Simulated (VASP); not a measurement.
# Ti8Al23 (a cell with a defect) (vacancy hop of Al) in VASP: further runs

The runs below take Ti8Al23 (a cell with a defect) (vacancy hop of Al) through relaxation of the atoms, with PBE.

Program: VASP 6.6.1. These are calculated values, not measurements. Logs are shortened: lines on timing, memory, paths and dates and some standing lists are left out, and cuts for length are marked.

### 1 The cell of the first run

The cell holds a defect, 31 atoms: a = 7.690 Å, b = 7.690 Å, c = 8.624 Å, α = 90.00°, β = 90.00°, γ = 90.00°.

### 2 Relaxation of the atoms, PBE

Input file INCAR:

```
SYSTEM = Ti8Al23
  PREC = Accurate
  ENCUT = 520
  EDIFF = 1E-6
  ISMEAR = 1
  SIGMA = 0.1
  LREAL = Auto
  LASPH = .TRUE.
  NELM = 80
  ALGO = Normal
  ISIF = 2
  LWAVE = .FALSE.
  LCHARG = .FALSE.
  GGA = PE
  IBRION = 2
  NSW = 90
  EDIFFG = -0.02
```

Input file KPOINTS:

```
Automatic mesh
0
G
  1 1 1
  0 0 0
```

Input file POSCAR:

```
Ti8Al23
1.0
    7.6895028900      0.0000000000      0.0000000000
    0.0000000000      7.6895028900      0.0000000000
    0.0000000000      0.0000000000      8.6237151300
Ti Al
8 23
Direct
    0.0000000000      0.0000000000      0.0000000000
    0.2500000000      0.2500000000      0.5000000000
    0.0000000000      0.5000000000      0.0000000000
    0.2500000000      0.7500000000      0.5000000000
    0.5000000000      0.0000000000      0.0000000000
    0.7500000000      0.2500000000      0.5000000000
    0.5000000000      0.5000000000      0.0000000000
    0.7500000000      0.7500000000      0.5000000000
    0.0000000000      0.0000000000      0.5000000000
    0.2500000000      0.2500000000      0.0000000000
    0.0000000000      0.2500000000      0.2500000000
    0.2500000000      0.0000000000      0.7500000000
    0.0000000000      0.2500000000      0.7500000000
    0.2500000000      0.0000000000      0.2500000000
    0.0000000000      0.5000000000      0.5000000000
    0.2500000000      0.7500000000      0.0000000000
    0.0000000000      0.7500000000      0.2500000000
    0.2500000000      0.5000000000      0.7500000000
    0.0000000000      0.7500000000      0.7500000000
    0.2500000000      0.5000000000      0.2500000000
    0.5000000000      0.0000000000      0.5000000000
    0.7500000000      0.2500000000      0.0000000000
    0.7500000000      0.0000000000      0.7500000000
    0.5000000000      0.2500000000      0.7500000000
    0.7500000000      0.0000000000      0.2500000000
    0.5000000000      0.5000000000      0.5000000000
    0.7500000000      0.7500000000      0.0000000000
    0.5000000000      0.7500000000      0.2500000000
    0.7500000000      0.5000000000      0.7500000000
    0.5000000000      0.7500000000      0.7500000000
    0.7500000000      0.5000000000      0.2500000000
```

Potentials or basis: VASP PAW PBE potentials, release 64 (Ti_sv, Al).

Command:

```bash
cat potpaw_PBE.64/Ti_sv/POTCAR potpaw_PBE.64/Al/POTCAR > POTCAR
mpirun -np 1 vasp_gam > vasp.out
```

OUTCAR:

```text
SYSTEM = Ti8Al23
   PREC = Accurate
   ENCUT = 520
   EDIFF = 1E-6
   ISMEAR = 1
   LREAL = Auto
   LASPH = .TRUE.
   NELM = 80
   ISIF = 2
   GGA = PE
   IBRION = 2
   NSW = 90
   EDIFFG = -0.02

 ion  position               nearest neighbor table
   1  0.000  0.000  0.000-  10 2.72  16 2.72  22 2.72  27 2.72  14 2.89  11 2.89  17 2.89  19 2.89
                            12 2.89  23 2.89  25 2.89  13 2.89
   2  0.250  0.250  0.500-   9 2.72  15 2.72  21 2.72  26 2.72  14 2.89  11 2.89  18 2.89  20 2.89
                            12 2.89  24 2.89  13 2.89
   3  0.000  0.500  0.000-  10 2.72  16 2.72  22 2.72  27 2.72  17 2.89  18 2.89  19 2.89  20 2.89
                            13 2.89  11 2.89  29 2.89  31 2.89
   4  0.250  0.750  0.500-   9 2.72  15 2.72  21 2.72  26 2.72  17 2.89  18 2.89  19 2.89  20 2.89
                            14 2.89  12 2.89  28 2.89  30 2.89
   5  0.500  0.000  0.000-  10 2.72  16 2.72  22 2.72  27 2.72  14 2.89  23 2.89  24 2.89  25 2.89
                            12 2.89  28 2.89  30 2.89
   6  0.750  0.250  0.500-   9 2.72  15 2.72  21 2.72  26 2.72  13 2.89  23 2.89  24 2.89  25 2.89
                            11 2.89  29 2.89  31 2.89
   7  0.500  0.500  0.000-  10 2.72  16 2.72  22 2.72  27 2.72  18 2.89  24 2.89  20 2.89  28 2.89
                            29 2.89  30 2.89  31 2.89
   8  0.750  0.750  0.500-   9 2.72  15 2.72  21 2.72  26 2.72  17 2.89  23 2.89  25 2.89  19 2.89
                            28 2.89  29 2.89  30 2.89  31 2.89
   9  0.000  0.000  0.500-   2 2.72   4 2.72   6 2.72   8 2.72  11 2.89  12 2.89  13 2.89  14 2.89
[... 31 lines left out ...]
  25  0.750  0.000  0.250-  11 2.72  17 2.72  28 2.72   8 2.89   9 2.89   1 2.89   5 2.89  21 2.89
                            22 2.89  27 2.89   6 2.89
  26  0.500  0.500  0.500-   2 2.72   4 2.72   6 2.72   8 2.72  18 2.89  20 2.89  24 2.89  28 2.89
                            29 2.89  30 2.89  31 2.89
  27  0.750  0.750  0.000-   1 2.72   3 2.72   5 2.72   7 2.72  17 2.89  19 2.89  23 2.89  25 2.89
                            28 2.89  29 2.89  30 2.89  31 2.89
  28  0.500  0.750  0.250-  14 2.72  20 2.72  25 2.72  31 2.72   4 2.89  16 2.89   5 2.89  21 2.89
                             7 2.89  26 2.89  27 2.89   8 2.89
  29  0.750  0.500  0.750-  13 2.72  19 2.72  24 2.72  30 2.72   3 2.89  15 2.89   6 2.89  22 2.89
                             7 2.89  26 2.89  27 2.89   8 2.89
  30  0.500  0.750  0.750-  12 2.72  18 2.72  23 2.72  29 2.72   4 2.89  16 2.89   5 2.89  21 2.89
                             7 2.89  26 2.89  27 2.89   8 2.89
  31  0.750  0.500  0.250-  11 2.72  17 2.72  28 2.72   8 2.89   3 2.89  15 2.89   6 2.89  22 2.89
                            26 2.89  27 2.89   7 2.89

  LATTYP: Found a simple tetragonal cell.
 ALAT       =     7.6895028900
 C/A-ratio  =     1.1214918901

  Lattice vectors:

 A1 = (   7.6895028900,   0.0000000000,   0.0000000000)
 A2 = (   0.0000000000,   7.6895028900,   0.0000000000)
 A3 = (   0.0000000000,   0.0000000000,   8.6237151300)

Analysis of symmetry for initial positions (statically):
=====================================================================
 Subroutine PRICEL returns:
 Original cell was already a primitive cell.

 Routine SETGRP: Setting up the symmetry group for a
 simple tetragonal supercell.

 Subroutine GETGRP returns: Found  8 space group operations
 (whereof  2 operations were pure point group operations)
 out of a pool of 16 trial point group operations.

The static configuration has the point symmetry C_1h.
 The point group associated with its full space group is D_2d.

Analysis of symmetry for dynamics (positions and initial velocities):
=====================================================================
 Subroutine PRICEL returns:
 Original cell was already a primitive cell.

 Routine SETGRP: Setting up the symmetry group for a
 simple tetragonal supercell.

 Subroutine GETGRP returns: Found  8 space group operations
 (whereof  2 operations were pure point group operations)
 out of a pool of 16 trial point group operations.

The dynamic configuration has the point symmetry C_1h.
 The point group associated with its full space group is D_2d.

 Subroutine INISYM returns: Found  8 space group operations
 (whereof  2 operations are pure point group operations),
 and found     1 'primitive' translations

----------------------------------------------------------------------------------------

                                     Primitive cell

  volume of cell :     509.9069

  direct lattice vectors                    reciprocal lattice vectors
[... 95 lines left out ...]
 Subroutine IBZKPT returns following result:
 ===========================================

 Found      1 irreducible k-points:

 Following reciprocal coordinates:
            Coordinates               Weight
  0.000000  0.000000  0.000000      1.000000
[... 17 lines left out ...]
   NELM   =     80;   NELMIN=  2; NELMDL= -5     # of ELM steps
   EDIFF  = 0.1E-05   stopping-criterion for ELM
   LREAL  =      T    real-space projection
   EDIFFG = -.2E-01   stopping-criterion for IOM
   NSW    =     90    number of steps for IOM
   IBRION =      2    ionic relax: 0-MD 1-quasi-New 2-CG
   NFREE  =      1    steps in history (QN), initial steepest desc. (CG)
   ISIF   =      2    stress and relaxation
   ISYM   =      2    0-nonsym 1-usesym 2-fastsym
   POTIM  = 0.5000    time-step for ionic-motion
   TEBEG  =    0.0;   TEEND  =   0.0 temperature during run
   PSTRESS=    0.0 pullay stress
   NELECT =     165.0000    total number of electrons
   NUPDOWN=      -1.0000    fix difference up-down
   EMIN   =  10.00;   EMAX   =-10.00  energy-range for DOS
   EFERMI =   0.00;   METHOD = LEGACY
   ISMEAR =     1;   SIGMA  =   0.10  broadening in eV -4-tet -1-fermi 0-gaus
   EFERMI_NEDOS =   21; number of points for ismear=-14 and -15
   IALGO  =     38    algorithm
   IMIX   =      4    mixing-type and parameters
     AMIX     =   0.40;   BMIX     =  1.00
     AMIX_MAG =   1.60;   BMIX_MAG =  1.00
  volume/ion in A,a.u.               =      16.45       111.00
  Fermi-wavevector in a.u.,A,eV,Ry     =   1.123930  2.123919 17.187126  1.263218
  Thomas-Fermi vector in A             =   2.260599
   LORBIT       =      0    0 simple, 1 ext, 2 COOP (PROOUT), +10 PAW based schemes
   GGA     = PE    functional components
   LHFCALC =     F    Hartree Fock is set to
   AEXX    =    0.0000 exact exchange contribution
   IVDW    =     0    specifies the selected vdW correction
   LEPSILON=     F    determine dielectric tensor
   LRPA    =     F    only Hartree local field effects (RPA)
 conjugate gradient relaxation of ions
 non-spin polarized calculation
 Methfessel and Paxton  Order N= 1 SIGMA  =   0.10
  energy-cutoff  :      520.00
  volume of cell :      509.91
 maximum number of plane-waves:      6841
 NGX is ok and might be reduce to    60
   NGX = 29   NGY = 29   NGZ = 33

--------------------------------------- Ionic step        1  -------------------------------------------

 number of electron     165.0000053 magnetization

 Free energy of the ion-electron system (eV)
  ---------------------------------------------------
  ext. energy  EPLUGINS =         0.00000000
  ---------------------------------------------------
  free energy    TOTEN  =      -157.06730248 eV

  energy without entropy =     -157.04153567  energy(sigma->0) =     -157.05871354

------------------------ aborting loop because EDIFF is reached ----------------------------------------

  FORCE on cell =-STRESS in cart. coord.  units (eV):
  Direction    XX          YY          ZZ          XY          YZ          ZX
  --------------------------------------------------------------------------------------
  -------------------------------------------------------------------------------------
  Total      -11.1391472    -11.1391472     12.1622384      0.0000000      0.0000000      0.0000000
  in kB      -35.0002860    -35.0002860     38.2149382      0.0000000      0.0000000      0.0000000
  external PRESSURE =     -10.5952112 kB  Pullay stress =       0.0000000 kB
[... 176 lines left out ...]
  FREE ENERGIE OF THE ION-ELECTRON SYSTEM (eV)
  ---------------------------------------------------
  free  energy   TOTEN  =      -157.2412884587 eV

  energy  without entropy=     -157.2372147730  energy(sigma->0) =     -157.23993056

[... ionic steps 4 to 7 ...]

--------------------------------------- Ionic step        8  -------------------------------------------

 number of electron     165.0000006 magnetization

------------------------ aborting loop because EDIFF is reached ----------------------------------------
[... 125 lines left out ...]
--------------------------------------- Ionic step       10  -------------------------------------------

 number of electron     165.0000007 magnetization

 Free energy of the ion-electron system (eV)
  ---------------------------------------------------
  ext. energy  EPLUGINS =         0.00000000
  ---------------------------------------------------
  free energy    TOTEN  =      -157.34181182 eV

  energy without entropy =     -157.31900979  energy(sigma->0) =     -157.33421114

 E-fermi :   8.0354     XC(G=0): -10.5783

 val. band max:        7.8264905405   @ k =   0.0000   0.0000   0.0000
 cond. band min:       8.0354812563   @ k =   0.0000   0.0000   0.0000
 fundamental gap:      0.2089907159
 Fermi energy:         8.0354321852

 k-point     1 :       0.0000    0.0000    0.0000
  band No.  band energies     occupation
      1     -48.6330      2.00000
      2     -48.6330      2.00000
      3     -48.6318      2.00000
      4     -48.6318      2.00000
      5     -48.5941      2.00000
      6     -48.5940      2.00000
[... 86 lines left out ...]
     93       9.6266     -0.00000
     94       9.6290     -0.00000
 [bands above 94 left out]

------------------------ aborting loop because EDIFF is reached ----------------------------------------

  FORCE on cell =-STRESS in cart. coord.  units (eV):
  Direction    XX          YY          ZZ          XY          YZ          ZX
  --------------------------------------------------------------------------------------
  -------------------------------------------------------------------------------------
  Total      -13.3862960    -13.3862960     15.3203796      0.0000000     -0.0000000      0.0000000
  in kB      -42.0610467    -42.0610467     48.1381258      0.0000000     -0.0000000      0.0000000
  external PRESSURE =     -11.9946559 kB  Pullay stress =       0.0000000 kB
[... 46 lines left out ...]
  FREE ENERGIE OF THE ION-ELECTRON SYSTEM (eV)
  ---------------------------------------------------
  free  energy   TOTEN  =      -157.3418118153 eV

  energy  without entropy=     -157.3190097892  energy(sigma->0) =     -157.33421114

 reached required accuracy - stopping structural energy minimisation
```

Run time: 6.5 min. Hardware: 1 thread of AMD EPYC 9R45 (Zen 5), shared host; peak memory 0.5 GiB.

What came out:

```
Free energy                  : -157.3418 eV
Energy gained by relaxing    : 8.9 meV/atom
Ionic steps                  : 10
Pressure after relaxing      : -1.2 GPa
Largest force after relaxing : 0.020 eV/Å
```

Forces on the atoms (eV/Å):
```
Ti   0.000  0.002 -0.019
Ti  -0.010  0.000 -0.013
Ti   0.000 -0.002 -0.019
Ti   0.002  0.000  0.019
Ti   0.000 -0.010  0.013
Ti   0.010  0.000 -0.013
Ti   0.000  0.010  0.013
Ti  -0.002  0.000  0.019
Al   0.000 -0.001  0.006
Al  -0.001  0.000  0.001
Al   0.000  0.000 -0.002
Al  -0.001 -0.001  0.000
Al   0.000  0.000 -0.006
Al  -0.014 -0.014  0.000
Al   0.000  0.001  0.006
Al  -0.001  0.000 -0.006
Al   0.000  0.000  0.000
Al  -0.001  0.001  0.000
Al   0.000  0.000  0.000
Al  -0.014  0.014  0.000
Al   0.000 -0.001 -0.001
Al   0.001  0.000  0.001
Al   0.001 -0.001  0.000
Al   0.000  0.000  0.000
Al   0.014 -0.014  0.000
Al   0.000  0.001 -0.001
Al   0.001  0.000 -0.006
Al   0.000  0.000  0.002
Al   0.001  0.001  0.000
Al   0.000  0.000  0.006
Al   0.014  0.014  0.000
```

Stress tensor (GPa, compression positive):
```
-4.21  0.00  0.00
 0.00 -4.21  0.00
 0.00  0.00  4.81
```

The path:
```
step  energy change (eV)  largest force (eV/Å)  pressure (GPa)
   1              0.0000                0.5754           -1.06
   2             -0.1119                0.3323           -1.13
   3             -0.1740                0.2859           -1.10
   4             -0.2250                0.1889           -1.15
   5             -0.2518                0.2084           -1.17
   6             -0.2671                0.0944           -1.20
   7             -0.2700                0.1007           -1.23
   8             -0.2736                0.0401           -1.21
   9             -0.2737                0.0396           -1.20
  10             -0.2745                0.0196           -1.20
```

Final structure:
```
CELL_PARAMETERS angstrom
7.68950 0.00000 0.00000
0.00000 7.68950 0.00000
0.00000 0.00000 8.62372
ATOMIC_POSITIONS crystal
Ti 0.00000 0.00438 0.99946
Ti 0.23738 0.25000 0.50525
Ti 0.00000 0.49562 0.99946
Ti 0.25438 0.75000 0.50054
Ti 0.50000 0.98738 0.99475
Ti 0.76262 0.25000 0.50525
Ti 0.50000 0.51262 0.99475
Ti 0.74562 0.75000 0.50054
Al 0.00000 0.99359 0.49739
Al 0.26007 0.25000 0.00755
Al 0.00000 0.25000 0.24999
Al 0.24987 0.99987 0.75000
Al 0.00000 0.25000 0.75376
Al 0.25829 0.00829 0.25000
Al 0.00000 0.50641 0.49739
Al 0.24359 0.75000 0.00261
Al 0.00000 0.75000 0.25000
Al 0.24987 0.50013 0.75000
Al 0.00000 0.75000 0.75000
Al 0.25829 0.49171 0.25000
Al 0.50000 0.01007 0.49245
Al 0.73993 0.25000 0.00755
Al 0.75013 0.99987 0.75000
Al 0.50000 0.25000 0.75000
Al 0.74171 0.00829 0.25000
Al 0.50000 0.48993 0.49245
Al 0.75641 0.75000 0.00261
Al 0.50000 0.75000 0.25001
Al 0.75013 0.50013 0.75000
Al 0.50000 0.75000 0.74624
Al 0.74171 0.49171 0.25000
```

Caveat: the k points lie up to 0.82 Å⁻¹ apart.

### 3 Relaxation of the atoms, PBE

Input file INCAR:

```
  PREC = Accurate
  ENCUT = 520
  EDIFF = 1E-6
  ISMEAR = 1
  SIGMA = 0.1
  LREAL = Auto
  LASPH = T
  NELM = 100
  ALGO = Normal
  ISIF = 2
  LWAVE = F
  LCHARG = F
  GGA = PE
  IBRION = 2
  NSW = 90
  EDIFFG = -0.02
```

Input file KPOINTS:

```
Automatic mesh
0
Gamma
  1 1 1
```

Input file POSCAR:

```
Ti8Al23
1.0
    7.6895028900      0.0000000000      0.0000000000
    0.0000000000      7.6895028900      0.0000000000
    0.0000000000      0.0000000000      8.6237151300
Ti Al
8 23
Direct
    0.0004368400      0.0049909100     -0.0007034500
    0.2500000000      0.2500000000      0.5000000000
    0.0003788900      0.4958219100     -0.0007111200
    0.2550179700      0.7503922300      0.5007352200
    0.5000000000      0.0000000000      0.0000000000
    0.7636119700      0.2503789300      0.5052848900
    0.5004012200      0.5135530200     -0.0052495300
    0.7457792700      0.7503791400      0.5007365600
    0.0003955000     -0.0063421800      0.4976961700
    0.2500000000      0.2500000000      0.0000000000
    0.0000000000      0.2500000000      0.2500000000
    0.2503216200      0.0002307600      0.7499826900
    0.0004306100      0.2504158700      0.7536751500
    0.5000000000      0.2500000000      0.2500000000
    0.0004175900      0.5071213400      0.4976269700
    0.2437135000      0.7503830800      0.0023529900
    0.0004485300      0.7504609900      0.2500050900
    0.2502338400      0.5005402600      0.7499717600
    0.0003880600      0.7504089000      0.7500327300
    0.2500000000      0.5000000000      0.2500000000
    0.5000000000      0.0000000000      0.5000000000
    0.7400275400      0.2503991100      0.0078447200
    0.7505235900      0.0002664100      0.7500266400
    0.5003853900      0.2504067200      0.7499802200
    0.7500000000      0.0000000000      0.2500000000
    0.5003860100      0.4899702000      0.4921408900
    0.7571007000      0.7504140200      0.0023368400
    0.5000000000      0.7500000000      0.2500000000
    0.7505337900      0.5005085800      0.7499487800
    0.5004144600      0.7503824100      0.7463672100
    0.7426436400      0.4926426900      0.2500204700
```

Potentials or basis: VASP PAW PBE potentials, release 64 (Ti_sv, Al).

Command:

```bash
cat potpaw_PBE.64/Ti_sv/POTCAR potpaw_PBE.64/Al/POTCAR > POTCAR
mpirun -np 1 vasp_gam > vasp.out
```

Wall time 8.8 min (1 thread of AMD EPYC 9R45 (Zen 5), shared host); peak memory 0.51 GiB.

Results (log left out):

| Item | Value |
| --- | --- |
| Free energy | -157.3421 eV |
| Energy gained by relaxing | 13.8 meV/atom |
| Ionic steps | 12 |
| Pressure after relaxing | -1.2 GPa |
| Largest force after relaxing | 0.015 eV/Å |

Forces in eV/Å, atoms in the order of the input:
```
Ti   0.002 -0.001  0.000
Ti   0.004  0.006 -0.001
Ti  -0.001  0.006  0.006
Ti   0.004  0.005  0.002
Ti   0.004  0.003  0.002
Ti   0.000 -0.002 -0.001
Ti  -0.003 -0.001  0.003
Ti   0.009  0.001 -0.007
Al  -0.003 -0.006 -0.006
Al   0.001 -0.002  0.011
Al   0.000 -0.003  0.002
Al   0.002  0.002  0.000
Al   0.003 -0.004 -0.002
Al   0.011  0.010  0.000
Al  -0.001  0.001  0.005
Al  -0.006 -0.001  0.005
Al  -0.009 -0.009  0.001
Al   0.001 -0.002  0.001
Al  -0.001 -0.001  0.000
Al  -0.002 -0.003 -0.004
Al  -0.002  0.001 -0.011
Al  -0.002 -0.002 -0.005
Al  -0.003  0.001 -0.003
Al  -0.002 -0.002 -0.001
Al  -0.003 -0.002  0.005
Al  -0.003 -0.003  0.005
Al   0.002  0.000 -0.005
Al  -0.002  0.000 -0.001
Al  -0.001 -0.001 -0.001
Al  -0.004  0.003  0.001
Al   0.004  0.005  0.000
```

Stress tensor (GPa, compression positive):
```
-4.19 -0.01  0.00
-0.01 -4.19  0.00
 0.00  0.00  4.81
```

Step by step:
| step | energy change (eV) | largest force (eV/Å) | pressure (GPa) |
| --- | --- | --- | --- |
| 1 | 0.0000 | 0.7747 | -1.00 |
| 2 | -0.2087 | 0.4547 | -1.13 |
| 3 | -0.2948 | 0.4250 | -1.14 |
| 4 | -0.3544 | 0.2542 | -1.17 |
| 5 | -0.3895 | 0.2254 | -1.18 |
| 6 | -0.4155 | 0.1442 | -1.21 |
| 7 | -0.4208 | 0.1380 | -1.22 |
| 8 | -0.4268 | 0.0836 | -1.21 |
| 9 | -0.4272 | 0.0664 | -1.21 |
| 10 | -0.4286 | 0.0306 | -1.20 |
| 11 | -0.4288 | 0.0279 | -1.20 |
| 12 | -0.4292 | 0.0147 | -1.19 |

Final structure:
```
Ti Al
1.0
     7.68950    0.00000    0.00000
     0.00000    7.68950    0.00000
     0.00000    0.00000    8.62372
Ti Al
8 23
Direct
  0.98732 0.00013 0.99493
  0.25010 0.26293 0.50510
  0.00454 0.50007 0.99924
  0.25009 0.73728 0.50507
  0.51294 0.00010 0.99489
  0.75011 0.24573 0.50076
  0.49575 0.50011 0.99923
  0.75008 0.75453 0.50078
  0.01027 0.00025 0.49238
  0.25010 0.24003 0.00733
  0.00794 0.24253 0.24994
  0.25006 0.00005 0.75000
  0.99993 0.25034 0.75002
  0.49176 0.24175 0.25000
  0.99360 0.50012 0.49745
  0.25025 0.76024 0.00762
  0.00822 0.75821 0.24999
  0.25011 0.50016 0.75354
  0.99999 0.74998 0.75001
  0.25023 0.50021 0.24991
  0.49003 0.00009 0.49268
  0.75011 0.25663 0.00253
  0.75018 0.00009 0.74648
  0.50029 0.25029 0.75001
  0.75022 0.00023 0.25009
  0.50665 0.50011 0.49748
  0.75012 0.74359 0.00256
  0.49254 0.75793 0.25006
  0.75013 0.50013 0.75001
  0.50035 0.74992 0.75000
  0.74998 0.49996 0.25000
```

Levels at points of the mesh, in eV from the Fermi level:
```csv
k point,band 80,band 81,band 82,band 83,band 84,band 85
"(0.00, 0.00, 0.00)",-0.66,-0.44,-0.20,0.00,0.21,0.30
```

Caveat: the k points lie up to 0.82 Å⁻¹ apart.
